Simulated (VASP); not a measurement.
# PtS2 (P-3m1) in VASP: settings compared

The runs below take PtS2 through single point, with PBE, r2SCAN.

Program: VASP 6.6.1. These are calculated values, not measurements. Logs are shortened: lines on timing, memory, paths and dates and some standing lists are left out, and cuts for length are marked.

### Step 1. The cell of the first run

Symmetry: P-3m1, No. 164, trigonal system. Conventional cell: a = 3.699 Å, b = 3.699 Å, c = 5.334 Å, α = 90.00°, β = 90.00°, γ = 120.00°. Within 3.2 Å of Pt (site symmetry -3m) lie 6 S at 2.43 Å. Within 3.2 Å of S (site symmetry 3m) lie 3 Pt at 2.43 Å and 3 S at 3.15 Å.

### Step 2. Single point, PBE (strain +4.1%)

INCAR reads:

```
ALGO     = Normal         # electronic algorithm
EDIFF    = 1E-7           # SCF threshold, eV
ENCUT    = 520            # plane-wave cutoff, eV
GGA      = PE             # functional
ISIF     = 2              # what is computed and relaxed
ISMEAR   = -1             # smearing method
LASPH    = T              # aspherical terms in the spheres
LCHARG   = F              # write CHGCAR
LREAL    = F              # projectors in reciprocal space
LWAVE    = F              # write WAVECAR
NBANDS   = 18             # bands
NELM     = 100            # most SCF steps
PREC     = Accurate       # precision mode
SIGMA    = 0.02           # smearing width, eV
```

KPOINTS reads:

```
k-points
0
Gamma
  12 12 6
```

POSCAR reads:

```
PtS2
1.0
    3.6990104135      0.0000000000      0.0000000000
   -1.8495052068      3.2034369869      0.0000000000
    0.0000000000      0.0000000000      5.3337667400
Pt S
1 2
Direct
    0.0000000000      0.0000000000      0.0000000000
    0.3333333333      0.6666666667      0.2173954514
    0.6666666667      0.3333333333      0.7826045486
```

Potentials or basis: VASP PAW PBE potentials, release 64 (Pt, S).

Command:

```sh
$ cat potpaw_PBE.64/Pt/POTCAR potpaw_PBE.64/S/POTCAR > POTCAR
$ mpirun -np 1 vasp_std > vasp.out
```

OUTCAR:

```text
EDIFF = 1E-7
   ENCUT = 520
   GGA = PE
   ISIF = 2
   ISMEAR = -1
   LASPH = T
   LREAL = F
   NELM = 100
   PREC = Accurate

 ion  position               nearest neighbor table
   1  0.000  0.000  0.000-   2 2.43   3 2.43   2 2.43   3 2.43   3 2.43   2 2.43
   2  0.333  0.667  0.217-   1 2.43   1 2.43   1 2.43
   3  0.667  0.333  0.783-   1 2.43   1 2.43   1 2.43

  LATTYP: Found a hexagonal cell.
 ALAT       =     3.6990104135
 C/A-ratio  =     1.4419442347

  Lattice vectors:

 A1 = (   3.6990104135,   0.0000000000,   0.0000000000)
 A2 = (  -1.8495052068,   3.2034369869,   0.0000000000)
 A3 = (   0.0000000000,   0.0000000000,   5.3337667400)

Analysis of symmetry for initial positions (statically):
=====================================================================
 Subroutine PRICEL returns:
 Original cell was already a primitive cell.

 Routine SETGRP: Setting up the symmetry group for a
 hexagonal supercell.

 Subroutine GETGRP returns: Found 12 space group operations
 (whereof 12 operations were pure point group operations)
 out of a pool of 24 trial point group operations.

The static configuration has the point symmetry D_3d.

Analysis of symmetry for dynamics (positions and initial velocities):
=====================================================================
 Subroutine PRICEL returns:
 Original cell was already a primitive cell.

 Routine SETGRP: Setting up the symmetry group for a
 hexagonal supercell.

 Subroutine GETGRP returns: Found 12 space group operations
 (whereof 12 operations were pure point group operations)
 out of a pool of 24 trial point group operations.

The dynamic configuration has the point symmetry D_3d.

 Subroutine INISYM returns: Found 12 space group operations
 (whereof 12 operations are pure point group operations),
 and found     1 'primitive' translations

----------------------------------------------------------------------------------------

                                     Primitive cell

  volume of cell :      63.2027

  direct lattice vectors                    reciprocal lattice vectors
     3.699010413  0.000000000  0.000000000     0.270342575  0.156082358  0.000000000
    -1.849505207  3.203436987  0.000000000     0.000000000  0.312164717  0.000000000
     0.000000000  0.000000000  5.333766740     0.000000000  0.000000000  0.187484764

  length of vectors
     3.699010413  3.699010413  5.333766740     0.312164717  0.312164717  0.187484764

  position of ions in fractional coordinates (direct lattice)
     0.000000000  0.000000000  0.000000000
     0.333333333  0.666666667  0.217395451
     0.666666667  0.333333333  0.782604549

  ion indices of the primitive-cell ions
   primitive index   ion index
                 1           1
                 2           2
                 3           3

----------------------------------------------------------------------------------------

 KPOINTS: k-points

Automatic generation of k-mesh.
 Grid dimensions read from file:
 generate k-points for:   12   12    6

 Generating k-lattice:

  Cartesian coordinates                     Fractional coordinates (reciprocal lattice)
     0.022528548  0.013006863  0.000000000     0.083333333 -0.000000000  0.000000000
     0.000000000  0.026013726  0.000000000     0.000000000  0.083333333  0.000000000
     0.000000000  0.000000000  0.031247461     0.000000000  0.000000000  0.166666667

  Length of vectors
     0.026013726  0.026013726  0.031247461

  Shift w.r.t. Gamma in fractional coordinates (k-lattice)
     0.000000000  0.000000000  0.000000000

 Subroutine IBZKPT returns following result:
 ===========================================

 Found    100 irreducible k-points:

 Following reciprocal coordinates:
            Coordinates               Weight
  0.000000  0.000000  0.000000      1.000000
  0.083333 -0.000000  0.000000      6.000000
  0.166667  0.000000  0.000000      6.000000
  0.250000  0.000000  0.000000      6.000000
  0.333333 -0.000000  0.000000      6.000000
  0.416667 -0.000000  0.000000      6.000000
[... 16 lines left out ...]
  0.166667  0.000000  0.166667      6.000000
  0.000000  0.166667  0.166667      6.000000
 [... further k-points ...]
   k-points           NKPTS =    100   k-points in BZ     NKDIM =    100   number of bands    NBANDS=     18
   number of dos      NEDOS =    301   number of ions     NIONS =      3
   total plane-waves  NPLWV =  31360
   dimension x,y,z NGX =    28 NGY =   28 NGZ =   40
   dimension x,y,z NGXF=    56 NGYF=   56 NGZF=   80
   ions per type =               1   2
   NGX,Y,Z   is equivalent  to a cutoff of  12.58, 12.58, 12.47 a.u.
   NGXF,Y,Z  is equivalent  to a cutoff of  25.17, 25.17, 24.93 a.u.
 SYSTEM =  unknown system
   PREC   = accura    normal or accurate (medium, high low for compatibility)
   ISTART =      0    job   : 0-new  1-cont  2-samecut
   ICHARG =      2    charge: 1-file 2-atom 10-const
   ISPIN  =      1    spin polarized calculation?
   LNONCOLLINEAR =      F non collinear calculations
   LSORBIT =      F    spin-orbit coupling
   LASPH  =      T    aspherical Exc in radial PAW
   ENCUT  =  520.0 eV  38.22 Ry    6.18 a.u.   6.88  6.88  9.92*2*pi/ulx,y,z
   NELM   =    100;   NELMIN=  2; NELMDL= -5     # of ELM steps
   EDIFF  = 0.1E-06   stopping-criterion for ELM
   LREAL  =      F    real-space projection
   EDIFFG = 0.1E-05   stopping-criterion for IOM
   NSW    =      0    number of steps for IOM
   IBRION =     -1    ionic relax: 0-MD 1-quasi-New 2-CG
   NFREE  =      0    steps in history (QN), initial steepest desc. (CG)
   ISIF   =      2    stress and relaxation
   ISYM   =      2    0-nonsym 1-usesym 2-fastsym
   POTIM  = 0.5000    time-step for ionic-motion
   TEBEG  =    0.0;   TEEND  =   0.0 temperature during run
   PSTRESS=    0.0 pullay stress
   NELECT =      22.0000    total number of electrons
   NUPDOWN=      -1.0000    fix difference up-down
   EMIN   =  10.00;   EMAX   =-10.00  energy-range for DOS
   EFERMI =   0.00;   METHOD = LEGACY
   ISMEAR =    -1;   SIGMA  =   0.02  broadening in eV -4-tet -1-fermi 0-gaus
   EFERMI_NEDOS =   21; number of points for ismear=-14 and -15
   IALGO  =     38    algorithm
   IMIX   =      4    mixing-type and parameters
     AMIX     =   0.40;   BMIX     =  1.00
     AMIX_MAG =   1.60;   BMIX_MAG =  1.00
  volume/ion in A,a.u.               =      21.07       142.17
  Fermi-wavevector in a.u.,A,eV,Ry     =   1.151606  2.176219 18.043988  1.326196
  Thomas-Fermi vector in A             =   2.288262
   LORBIT       =      0    0 simple, 1 ext, 2 COOP (PROOUT), +10 PAW based schemes
   GGA     = PE    functional components
   LHFCALC =     F    Hartree Fock is set to
   AEXX    =    0.0000 exact exchange contribution
   IVDW    =     0    specifies the selected vdW correction
   LEPSILON=     F    determine dielectric tensor
   LRPA    =     F    only Hartree local field effects (RPA)
 non-spin polarized calculation
  energy-cutoff  :      520.00
  volume of cell :       63.20
 maximum number of plane-waves:      1716
   NGX = 13   NGY = 13   NGZ = 19

 number of electron      22.0000000 magnetization

 Free energy of the ion-electron system (eV)
  ---------------------------------------------------
  ext. energy  EPLUGINS =         0.00000000
  ---------------------------------------------------
  free energy    TOTEN  =       -15.36548767 eV

  energy without entropy =      -15.36548767  energy(sigma->0) =      -15.36548767

 E-fermi :   5.2224     XC(G=0):  -9.8146

 val. band max:        4.8274830557   @ k =   0.0000   0.1667   0.1667
 cond. band min:       5.6408272568   @ k =   0.0000   0.2500   0.3333
 fundamental gap:      0.8133442011
 Fermi energy:         5.2224377937

 k-point     1 :       0.0000    0.0000    0.0000
  band No.  band energies     occupation
      1      -9.6663      2.00000
      2      -7.0850      2.00000
      3      -1.2733      2.00000
      4      -1.2733      2.00000
      5      -0.9697      2.00000
      6       1.5197      2.00000
[... 10 lines left out ...]
     17      12.7532      0.00000
     18      15.6522      0.00000

 k-point     2 :       0.0833   -0.0000    0.0000
  band No.  band energies     occupation
      1      -9.5890      2.00000
      2      -7.1258      2.00000
      3      -1.2184      2.00000
      4      -1.2111      2.00000
      5      -0.8937      2.00000
      6       1.3973      2.00000
[... 10 lines left out ...]
     17      13.0132      0.00000
     18      15.6068      0.00000

 k-point     3 :       0.1667    0.0000    0.0000
  band No.  band energies     occupation
      1      -9.3659      2.00000
      2      -7.2358      2.00000
      3      -1.0651      2.00000
      4      -1.0446      2.00000
      5      -0.6715      2.00000
      6       0.9907      2.00000
[... 10 lines left out ...]
     17      13.6542      0.00000
     18      14.9695      0.00000

 k-point     4 :       0.2500    0.0000    0.0000
  band No.  band energies     occupation
      1      -9.0259      2.00000
      2      -7.3861      2.00000
      3      -0.8712      2.00000
      4      -0.8525      2.00000
      5      -0.3389      2.00000
      6       0.4051      2.00000
[... 10 lines left out ...]
     17      14.0644      0.00000
     18      14.1108      0.00000

 k-point     5 :       0.3333   -0.0000    0.0000
  band No.  band energies     occupation
      1      -8.6227      2.00000
      2      -7.5484      2.00000
      3      -1.0686      2.00000
      4      -0.6513      2.00000
      5      -0.0483      2.00000
      6       0.3525      2.00000
[... 10 lines left out ...]
     17      13.8583      0.00000
     18      14.0221      0.00000

 k-point     6 :       0.4167   -0.0000    0.0000
  band No.  band energies     occupation
      1      -8.2369      2.00000
      2      -7.7146      2.00000
      3      -1.5434      2.00000
      4      -0.5297      2.00000
      5       0.2614      2.00000
      6       0.7690      2.00000
[... 10 lines left out ...]
     17      13.5407      0.00000
     18      14.8803      0.00000

 k-point     7 :       0.5000    0.0000    0.0000
  band No.  band energies     occupation
      1      -7.9866      2.00000
      2      -7.8726      2.00000
      3      -1.7510      2.00000
      4      -0.4942      2.00000
      5       0.4449      2.00000
      6       0.9902      2.00000
[... 10 lines left out ...]
     17      13.4212      0.00000
     18      15.3058      0.00000

 k-point     8 :       0.0833    0.0833    0.0000
  band No.  band energies     occupation
      1      -9.4387      2.00000
      2      -7.2009      2.00000
      3      -1.1182      2.00000
      4      -1.0904      2.00000
      5      -0.7470      2.00000
      6       1.2264      2.00000
[... 10 lines left out ...]
     17      13.5523      0.00000
     18      15.1911      0.00000
[... 229 lines left out ...]
     17      14.0132      0.00000
     18      15.0455      0.00000

 k-point    20 :       0.0000    0.0000    0.1667
  band No.  band energies     occupation
      1      -9.6261      2.00000
      2      -7.1831      2.00000
      3      -1.2699      2.00000
      4      -1.2699      2.00000
      5      -0.7765      2.00000
      6       1.5164      2.00000
[... 10 lines left out ...]
     17      12.6885      0.00000
     18      15.1833      0.00000

 k-point    21 :       0.0833   -0.0000    0.1667
  band No.  band energies     occupation
      1      -9.5488      2.00000
      2      -7.2184      2.00000
      3      -1.2378      2.00000
      4      -1.2107      2.00000
      5      -0.6898      2.00000
      6       1.3981      2.00000
[... 10 lines left out ...]
     17      12.8297      0.00000
     18      14.9960      0.00000

 k-point    22 :       0.0000    0.0833    0.1667
  band No.  band energies     occupation
      1      -9.5493      2.00000
      2      -7.2170      2.00000
      3      -1.2399      2.00000
      4      -1.2198      2.00000
      5      -0.6833      2.00000
      6       1.3854      2.00000
[... 10 lines left out ...]
     17      13.0795      0.00000
     18      15.0284      0.00000

 k-point    23 :       0.1667    0.0000    0.1667
  band No.  band energies     occupation
      1      -9.3252      2.00000
      2      -7.3173      2.00000
      3      -1.1032      2.00000
      4      -1.0535      2.00000
      5      -0.4793      2.00000
      6       1.0118      2.00000
[... 10 lines left out ...]
     17      13.3844      0.00000
     18      14.5775      0.00000

 k-point    24 :       0.0000    0.1667    0.1667
  band No.  band energies     occupation
      1      -9.3289      2.00000
      2      -7.3066      2.00000
      3      -1.1583      2.00000
      4      -1.0726      2.00000
      5      -0.4344      2.00000
      6       0.9591      2.00000
[... 10 lines left out ...]
     17      13.8675      0.00000
     18      14.3660      0.00000

 [... further k-points ...]

------------------------ aborting loop because EDIFF is reached ----------------------------------------

  FORCE on cell =-STRESS in cart. coord.  units (eV):
  Direction    XX          YY          ZZ          XY          YZ          ZX
  --------------------------------------------------------------------------------------
  -------------------------------------------------------------------------------------
  Total       -2.4396419     -2.4396419      0.0612704      0.0000000     -0.0000000      0.0000000
  in kB      -61.8444743    -61.8444743      1.5531934      0.0000000     -0.0000000      0.0000000
  external PRESSURE =     -40.7119184 kB  Pullay stress =       0.0000000 kB

 VOLUME and BASIS-vectors are now :
 -----------------------------------------------------------------------------
  energy-cutoff  :      520.00
  volume of cell :       63.20
      direct lattice vectors                 reciprocal lattice vectors
     3.699010413  0.000000000  0.000000000     0.270342575  0.156082358  0.000000000
    -1.849505207  3.203436987  0.000000000     0.000000000  0.312164717  0.000000000
     0.000000000  0.000000000  5.333766740     0.000000000  0.000000000  0.187484764

 POSITION                                       TOTAL-FORCE (eV/Angst)
 -----------------------------------------------------------------------------------
      0.00000      0.00000      0.00000        -0.000000      0.000000     -0.000000
     -0.00000      2.13562      1.15954        -0.000000     -0.000000     -0.042898
      1.84951      1.06781      4.17423         0.000000      0.000000      0.042898
 -----------------------------------------------------------------------------------
    total drift:                               -0.000000     -0.000000      0.000000

  FREE ENERGIE OF THE ION-ELECTRON SYSTEM (eV)
  ---------------------------------------------------
  free  energy   TOTEN  =       -15.3654876688 eV

  energy  without entropy=      -15.3654876687  energy(sigma->0) =      -15.36548767
```

It took 92 s on 1 thread of AMD EPYC 7R13 (Zen 3), shared host; peak memory 0.22 GiB.

Results:

```yaml
Free_energy: -15.3655 eV
Pressure: -4.1 GPa
Largest_force: 0.043 eV/Å
Band_gap_on_the_k_mesh: 0.81 eV, indirect (least direct gap 1.00 eV)
```

Forces on the atoms (eV/Å):
```
Pt   0.000  0.000  0.000
S    0.000  0.000 -0.043
S    0.000  0.000  0.043
```

Levels at points of the mesh, in eV from the valence-band top:
```tsv
k point	band 8	band 9	band 10	band 11	band 12	band 13	band 14	band 15
(0.00, 0.00, 0.00)	-1.43	-1.00	-1.00	-0.13	2.29	2.29	4.90	5.10
(0.50, 0.00, 0.00)	-2.83	-2.77	-2.28	-2.10	1.63	2.47	5.20	6.62
(0.00, 0.00, 0.50)	-1.89	-1.11	-1.11	-0.94	2.55	2.55	5.61	6.41
(0.50, 0.00, 0.50)	-2.77	-2.76	-2.30	-1.19	1.90	2.03	5.12	5.92
```

Caveat: the cell differs from its parent crystal (strain +4.1%); spin-orbit coupling is left out, which moves the levels of the heavy elements; this functional lacks dispersion, which binds the layers, so the pressure and a relaxed spacing across them are unreliable. A k mesh can miss the band edges.

### Step 3. Single point, r2SCAN (strain +4.1%)

POSCAR is that of step 2.

INCAR.step1 reads:

```
  PREC = Accurate
  ENCUT = 520
  ISMEAR = 0
  SIGMA = 0.01
  LREAL = False
  LASPH = True
  NELM = 60
  NBANDS = 18
  GGA = PE
  ALGO = Normal
  EDIFF = 1E-4
  LWAVE = True
  LCHARG = False
```

INCAR.step2 reads:

```
  PREC = Accurate
  ENCUT = 520
  EDIFF = 1E-6
  ISMEAR = 0
  SIGMA = 0.01
  LREAL = False
  LASPH = True
  NELM = 60
  ALGO = Normal
  ISIF = 2
  LWAVE = False
  LCHARG = True
  METAGGA = R2SCAN
  LMIXTAU = True
  LELF = True
  LVHAR = True
  NBANDS = 18
  ISTART = 1
```

KPOINTS reads:

```
Automatic mesh
0
Gamma
  12 12 6
```

Potentials or basis: VASP PAW PBE potentials, release 64 (Pt, S).

Command:

```sh
$ cat potpaw_PBE.64/Pt/POTCAR potpaw_PBE.64/S/POTCAR > POTCAR
$ cp INCAR.step1 INCAR
$ mpirun -np 1 vasp_std > vasp.out
$ cp INCAR.step2 INCAR
$ mpirun -np 1 vasp_std > vasp.out
```

Wall time 9.2 min (1 thread of AMD EPYC 7R13 (Zen 3), shared host); peak memory 0.22 GiB.

It converged, with:

- Free energy: -68.7363 eV
- Pressure: -6.1 GPa
- Largest force: 0.045 eV/Å
- Band gap on the k mesh: 0.95 eV, indirect (least direct gap 1.16 eV)

Forces on the atoms (eV/Å):
```
Pt   0.000  0.000  0.000
S    0.000  0.000 -0.045
S    0.000  0.000  0.045
```

Stress tensor (GPa, compression positive):
```
-8.78  0.00  0.00
 0.00 -8.78  0.00
 0.00  0.00 -0.77
```

Levels at points of the mesh, in eV from the valence-band top:
```tsv
k point	band 9	band 10	band 11	band 12	band 13	band 14
(0.00, 0.00, 0.00)	-1.04	-1.04	-0.12	2.46	2.46	5.43
(0.50, 0.00, 0.00)	-2.94	-2.36	-2.15	1.78	2.65	5.53
(0.00, 0.00, 0.50)	-1.16	-1.16	-0.96	2.73	2.73	6.06
(0.50, 0.00, 0.50)	-2.86	-2.39	-1.22	2.07	2.19	5.49
```

Caveat: the cell differs from its parent crystal (strain +4.1%); the PAW data sets were made with another functional, which shifts forces and pressure a little; spin-orbit coupling is left out, which moves the levels of the heavy elements. A k mesh can miss the band edges.
